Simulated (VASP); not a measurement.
# Cu (P6_3/mmc) in VASP: a series of runs

Runs on Cu. Level: PBEsol. Tasks: single point.

Everything below comes from runs of VASP 6.6.1. Logs are shortened: lines on timing, memory, paths and dates and some standing lists are left out, and cuts for length are marked.

## 1. The cell of the first run

It takes space group P6_3/mmc (No. 194, hexagonal). The conventional cell has a = 2.440 Å, b = 2.440 Å, c = 3.998 Å, α = 90.00°, β = 90.00°, γ = 120.00°. Cu (site symmetry -6m2) has 12 Cu at 2.44 to 2.45 Å within 3.2 Å.

This isn't the form of Cu at room conditions, which is fcc.

## 2. Single point, PBEsol

INCAR reads:

```
SYSTEM = Cu
  PREC = Accurate
  ENCUT = 520
  EDIFF = 1E-7
  ISMEAR = -1
  SIGMA = 0.15
  LREAL = .FALSE.
  LASPH = .TRUE.
  NELM = 80
  ALGO = Normal
  ISIF = 2
  LWAVE = .FALSE.
  LCHARG = .TRUE.
  GGA = PS
  LELF = .TRUE.
  LVHAR = .TRUE.
  NBANDS = 18
```

KPOINTS reads:

```
regular mesh
0
G
  12 12 6
  0 0 0
```

POSCAR reads:

```
Cu
1.0
    2.4401883011      0.0000000000      0.0000000000
   -1.2200941506      2.1132650588      0.0000000000
    0.0000000000      0.0000000000      3.9978136884
Cu
2
Direct
    0.3333333333      0.6666666667      0.2500000000
    0.6666666667      0.3333333333      0.7500000000
```

Potentials or basis: VASP PAW PBE potentials, release 64 (Cu).

The run is started by

```console
cat potpaw_PBE.64/Cu/POTCAR > POTCAR
mpirun -np 1 vasp_std > vasp.out
```

OUTCAR:

```text
SYSTEM = Cu
   PREC = Accurate
   ENCUT = 520
   EDIFF = 1E-7
   ISMEAR = -1
   LREAL = .FALSE.
   LASPH = .TRUE.
   NELM = 80
   ISIF = 2
   GGA = PS

 ion  position               nearest neighbor table
   1  0.333  0.667  0.250-   2 2.45   2 2.45   2 2.45   2 2.45   2 2.45   2 2.45
   2  0.667  0.333  0.750-   1 2.45   1 2.45   1 2.45   1 2.45   1 2.45   1 2.45

  LATTYP: Found a hexagonal cell.
 ALAT       =     2.4401883011
 C/A-ratio  =     1.6383217994

  Lattice vectors:

 A1 = (   2.4401883011,   0.0000000000,   0.0000000000)
 A2 = (  -1.2200941506,   2.1132650588,   0.0000000000)
 A3 = (   0.0000000000,   0.0000000000,   3.9978136884)

Analysis of symmetry for initial positions (statically):
=====================================================================
 Subroutine PRICEL returns:
 Original cell was already a primitive cell.

 Routine SETGRP: Setting up the symmetry group for a
 hexagonal supercell.

 Subroutine GETGRP returns: Found 24 space group operations
 (whereof 12 operations were pure point group operations)
 out of a pool of 24 trial point group operations.

The static configuration has the point symmetry D_3d.
 The point group associated with its full space group is D_6h.

Analysis of symmetry for dynamics (positions and initial velocities):
=====================================================================
 Subroutine PRICEL returns:
 Original cell was already a primitive cell.

 Routine SETGRP: Setting up the symmetry group for a
 hexagonal supercell.

 Subroutine GETGRP returns: Found 24 space group operations
 (whereof 12 operations were pure point group operations)
 out of a pool of 24 trial point group operations.

The dynamic configuration has the point symmetry D_3d.
 The point group associated with its full space group is D_6h.

 Subroutine INISYM returns: Found 24 space group operations
 (whereof 12 operations are pure point group operations),
 and found     1 'primitive' translations

----------------------------------------------------------------------------------------

                                     Primitive cell

  volume of cell :      20.6158

  direct lattice vectors                    reciprocal lattice vectors
     2.440188301  0.000000000  0.000000000     0.409804440  0.236600704  0.000000000
    -1.220094151  2.113265059  0.000000000     0.000000000  0.473201407  0.000000000
     0.000000000  0.000000000  3.997813688     0.000000000  0.000000000  0.250136719

  length of vectors
     2.440188301  2.440188301  3.997813688     0.473201407  0.473201407  0.250136719

  position of ions in fractional coordinates (direct lattice)
     0.333333333  0.666666667  0.250000000
     0.666666667  0.333333333  0.750000000

  ion indices of the primitive-cell ions
   primitive index   ion index
                 1           1
                 2           2

----------------------------------------------------------------------------------------

 KPOINTS: regular mesh

Automatic generation of k-mesh.
 Grid dimensions read from file:
 generate k-points for:   12   12    6

 Generating k-lattice:

  Cartesian coordinates                     Fractional coordinates (reciprocal lattice)
     0.034150370  0.019716725  0.000000000     0.083333333  0.000000000  0.000000000
     0.000000000  0.039433451  0.000000000     0.000000000  0.083333333  0.000000000
     0.000000000  0.000000000  0.041689453     0.000000000  0.000000000  0.166666667

  Length of vectors
     0.039433451  0.039433451  0.041689453

  Shift w.r.t. Gamma in fractional coordinates (k-lattice)
     0.000000000  0.000000000  0.000000000

 Subroutine IBZKPT returns following result:
 ===========================================

 Found     76 irreducible k-points:

 Following reciprocal coordinates:
            Coordinates               Weight
  0.000000  0.000000  0.000000      1.000000
  0.083333  0.000000  0.000000      6.000000
  0.166667 -0.000000  0.000000      6.000000
  0.250000  0.000000  0.000000      6.000000
  0.333333 -0.000000  0.000000      6.000000
  0.416667  0.000000  0.000000      6.000000
[... 16 lines left out ...]
  0.250000  0.000000  0.166667     12.000000
  0.333333 -0.000000  0.166667     12.000000
 [... further k-points ...]
   k-points           NKPTS =     76   k-points in BZ     NKDIM =     76   number of bands    NBANDS=     18
   number of dos      NEDOS =    301   number of ions     NIONS =      2
   total plane-waves  NPLWV =   9720
   dimension x,y,z NGX =    18 NGY =   18 NGZ =   30
   dimension x,y,z NGXF=    36 NGYF=   36 NGZF=   60
   ions per type =               2
   NGX,Y,Z   is equivalent  to a cutoff of  12.26, 12.26, 12.48 a.u.
   NGXF,Y,Z  is equivalent  to a cutoff of  24.53, 24.53, 24.95 a.u.
 SYSTEM =  Cu
   PREC   = accura    normal or accurate (medium, high low for compatibility)
   ISTART =      0    job   : 0-new  1-cont  2-samecut
   ICHARG =      2    charge: 1-file 2-atom 10-const
   ISPIN  =      1    spin polarized calculation?
   LNONCOLLINEAR =      F non collinear calculations
   LSORBIT =      F    spin-orbit coupling
   LASPH  =      T    aspherical Exc in radial PAW
   ENCUT  =  520.0 eV  38.22 Ry    6.18 a.u.   4.54  4.54  7.43*2*pi/ulx,y,z
   NELM   =     80;   NELMIN=  2; NELMDL= -5     # of ELM steps
   EDIFF  = 0.1E-06   stopping-criterion for ELM
   LREAL  =      F    real-space projection
   EDIFFG = 0.1E-05   stopping-criterion for IOM
   NSW    =      0    number of steps for IOM
   IBRION =     -1    ionic relax: 0-MD 1-quasi-New 2-CG
   NFREE  =      0    steps in history (QN), initial steepest desc. (CG)
   ISIF   =      2    stress and relaxation
   ISYM   =      2    0-nonsym 1-usesym 2-fastsym
   POTIM  = 0.5000    time-step for ionic-motion
   TEBEG  =    0.0;   TEEND  =   0.0 temperature during run
   PSTRESS=    0.0 pullay stress
   NELECT =      22.0000    total number of electrons
   NUPDOWN=      -1.0000    fix difference up-down
   EMIN   =  10.00;   EMAX   =-10.00  energy-range for DOS
   EFERMI =   0.00;   METHOD = LEGACY
   ISMEAR =    -1;   SIGMA  =   0.15  broadening in eV -4-tet -1-fermi 0-gaus
   EFERMI_NEDOS =   21; number of points for ismear=-14 and -15
   IALGO  =     38    algorithm
   IMIX   =      4    mixing-type and parameters
     AMIX     =   0.40;   BMIX     =  1.00
     AMIX_MAG =   1.60;   BMIX_MAG =  1.00
  volume/ion in A,a.u.               =      10.31        69.56
  Fermi-wavevector in a.u.,A,eV,Ry     =   1.672948  3.161413 38.079373  2.798755
  Thomas-Fermi vector in A             =   2.758005
   LORBIT       =      0    0 simple, 1 ext, 2 COOP (PROOUT), +10 PAW based schemes
   GGA     = PS    functional components
   LHFCALC =     F    Hartree Fock is set to
   AEXX    =    0.0000 exact exchange contribution
   IVDW    =     0    specifies the selected vdW correction
   LEPSILON=     F    determine dielectric tensor
   LRPA    =     F    only Hartree local field effects (RPA)
 non-spin polarized calculation
  energy-cutoff  :      520.00
  volume of cell :       20.62
 maximum number of plane-waves:       574
   NGX =  9   NGY =  9   NGZ = 15

 number of electron      22.0000037 magnetization

 Free energy of the ion-electron system (eV)
  ---------------------------------------------------
  ext. energy  EPLUGINS =         0.00000000
  ---------------------------------------------------
  free energy    TOTEN  =        -8.48958023 eV

  energy without entropy =       -8.43530525  energy(sigma->0) =       -8.46244274

 E-fermi :   9.1507     XC(G=0): -13.7236

 val. band max:        9.1193622806   @ k =   0.1667   0.1667   0.3333
 cond. band min:       9.1912146518   @ k =   0.5000   0.0000   0.0000
 fundamental gap:      0.0718523712
 Fermi energy:         9.1507004591

 k-point     1 :       0.0000    0.0000    0.0000
  band No.  band energies     occupation
      1      -1.2728      2.00000
      2       3.2660      2.00000
      3       5.6946      2.00000
      4       5.7802      2.00000
      5       5.7802      2.00000
      6       6.0373      2.00000
[... 10 lines left out ...]
     17      34.6501      0.00000
     18      34.6749      0.00000

 k-point     2 :       0.0833    0.0000    0.0000
  band No.  band energies     occupation
      1      -1.0246      2.00000
      2       3.4142      2.00000
      3       5.5543      2.00000
      4       5.8802      2.00000
      5       5.8899      2.00000
      6       5.9917      2.00000
[... 10 lines left out ...]
     17      34.7396      0.00000
     18      35.4358      0.00000

 k-point     3 :       0.1667   -0.0000    0.0000
  band No.  band energies     occupation
      1      -0.2996      2.00000
      2       3.7882      2.00000
      3       5.3243      2.00000
      4       5.4980      2.00000
      5       5.8237      2.00000
      6       6.1481      2.00000
[... 10 lines left out ...]
     17      32.4006      0.00000
     18      34.9753      0.00000

 k-point     4 :       0.2500    0.0000    0.0000
  band No.  band energies     occupation
      1       0.8283      2.00000
      2       4.1246      2.00000
      3       4.8653      2.00000
      4       5.1616      2.00000
      5       5.7180      2.00000
      6       6.0139      2.00000
[... 10 lines left out ...]
     17      28.9402      0.00000
     18      32.1289      0.00000

 k-point     5 :       0.3333   -0.0000    0.0000
  band No.  band energies     occupation
      1       2.1586      2.00000
      2       4.1135      2.00000
      3       4.4271      2.00000
      4       5.2017      2.00000
      5       5.8181      2.00000
      6       5.8496      2.00000
[... 10 lines left out ...]
     17      26.1541      0.00000
     18      30.7642      0.00000

 k-point     6 :       0.4167    0.0000    0.0000
  band No.  band energies     occupation
      1       3.2180      2.00000
      2       3.9411      2.00000
      3       4.1732      2.00000
      4       5.4387      2.00000
      5       5.7369      2.00000
      6       5.8340      2.00000
[... 10 lines left out ...]
     17      23.7618      0.00000
     18      30.3016      0.00000

 k-point     7 :       0.5000    0.0000    0.0000
  band No.  band energies     occupation
      1       3.6022      2.00000
      2       3.8133      2.00000
      3       4.0903      2.00000
      4       5.6539      2.00000
      5       5.6969      2.00000
      6       5.7893      2.00000
[... 10 lines left out ...]
     17      23.3895      0.00000
     18      30.1783      0.00000

 k-point     8 :       0.0833    0.0833    0.0000
  band No.  band energies     occupation
      1      -0.5375      2.00000
      2       3.6798      2.00000
      3       5.3761      2.00000
      4       5.7158      2.00000
      5       5.8940      2.00000
      6       6.0164      2.00000
[... 10 lines left out ...]
     17      34.2779      0.00000
     18      34.3354      0.00000
[... 229 lines left out ...]
     17      23.3582      0.00000
     18      23.6354      0.00000

 k-point    20 :       0.0000    0.0000    0.1667
  band No.  band energies     occupation
      1      -0.9957      2.00000
      2       3.1002      2.00000
      3       5.6350      2.00000
      4       5.7336      2.00000
      5       5.7336      2.00000
      6       5.9798      2.00000
[... 10 lines left out ...]
     17      33.4096      0.00000
     18      34.1893      0.00000

 k-point    21 :       0.0833    0.0000    0.1667
  band No.  band energies     occupation
      1      -0.7506      2.00000
      2       3.2653      2.00000
      3       5.5531      2.00000
      4       5.7544      2.00000
      5       5.8085      2.00000
      6       5.8219      2.00000
[... 10 lines left out ...]
     17      31.9568      0.00000
     18      34.3290      0.00000

 k-point    22 :       0.1667   -0.0000    0.1667
  band No.  band energies     occupation
      1      -0.0369      2.00000
      2       3.6916      2.00000
      3       5.2409      2.00000
      4       5.3561      2.00000
      5       5.7349      2.00000
      6       6.0241      2.00000
[... 10 lines left out ...]
     17      31.6142      0.00000
     18      32.4846      0.00000

 k-point    23 :       0.2500    0.0000    0.1667
  band No.  band energies     occupation
      1       1.0617      2.00000
      2       4.0995      2.00000
      3       4.7278      2.00000
      4       5.2095      2.00000
      5       5.6046      2.00000
      6       6.0439      2.00000
[... 10 lines left out ...]
     17      30.1877      0.00000
     18      32.4084      0.00000

 k-point    24 :       0.3333   -0.0000    0.1667
  band No.  band energies     occupation
      1       2.3140      2.00000
      2       4.0982      2.00000
      3       4.4325      2.00000
      4       5.1227      2.00000
      5       5.7556      2.00000
      6       5.9274      2.00000
[... 10 lines left out ...]
     17      28.2543      0.00000
     18      31.0142      0.00000

 [... further k-points ...]

------------------------ aborting loop because EDIFF is reached ----------------------------------------

  FORCE on cell =-STRESS in cart. coord.  units (eV):
  Direction    XX          YY          ZZ          XY          YZ          ZX
  --------------------------------------------------------------------------------------
  -------------------------------------------------------------------------------------
  Total        2.6693210      2.6693210      2.6630004     -0.0000000     -0.0000000     -0.0000000
  in kB      207.4490862    207.4490862    206.9578688     -0.0000000     -0.0000000     -0.0000000
  external PRESSURE =     207.2853470 kB  Pullay stress =       0.0000000 kB

 VOLUME and BASIS-vectors are now :
 -----------------------------------------------------------------------------
  energy-cutoff  :      520.00
  volume of cell :       20.62
      direct lattice vectors                 reciprocal lattice vectors
     2.440188301  0.000000000  0.000000000     0.409804440  0.236600704  0.000000000
    -1.220094151  2.113265059  0.000000000     0.000000000  0.473201407  0.000000000
     0.000000000  0.000000000  3.997813688     0.000000000  0.000000000  0.250136719

 POSITION                                       TOTAL-FORCE (eV/Angst)
 -----------------------------------------------------------------------------------
     -0.00000      1.40884      0.99945         0.000000      0.000000      0.000000
      1.22009      0.70442      2.99836        -0.000000      0.000000      0.000000
 -----------------------------------------------------------------------------------
    total drift:                               -0.000000      0.000000     -0.000000

  FREE ENERGIE OF THE ION-ELECTRON SYSTEM (eV)
  ---------------------------------------------------
  free  energy   TOTEN  =        -8.4895802336 eV

  energy  without entropy=       -8.4353052462  energy(sigma->0) =       -8.46244274
```

Run time: 17 s. Hardware: 1 thread of Intel Xeon Platinum 8488C (Sapphire Rapids), shared host; peak memory 0.13 GiB.

What came out:

```yaml
Free_energy: -8.4896 eV
Pressure: 20.7 GPa
Band_gap_on_the_k_mesh: zero (bands 11 and 12 overlap by 6.55 eV)
```

Caveat: the cell stands under pressure; the PAW data sets were made with another functional, which shifts forces and pressure a little.

[end of part 1 of 2]
